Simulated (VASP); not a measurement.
ZnSe:

```
CELL_PARAMETERS angstrom
0.00000 2.83242 2.83242
2.83242 0.00000 2.83242
2.83242 2.83242 0.00000
ATOMIC_POSITIONS crystal
Zn 0.00000 0.00000 0.00000
Se 0.25000 0.25000 0.25000
```

Base run:

| Property | Result |
| --- | --- |
| Program | VASP 6.6.1 |
| Functional | HSE06 |
| Potentials or basis | VASP PAW PBE potentials, release 64 (Zn, Se) |
| Cutoff | 520 eV |
| k mesh | 6 × 6 × 6 |
| Occupations | gaussian, width 0.01 eV |
| Spin | no spin polarisation |

Its results: band gap on the k mesh 2.41 eV; pressure 1.2 GPa.

Task: The run is repeated on the same cell with these changes: functional from HSE06 to PBE0. What comes out?

Result: Band gap on the k mesh 3.06 eV; pressure 1.0 GPa.

Caveats: the PAW data sets were made with another functional, which shifts forces and pressure a little.

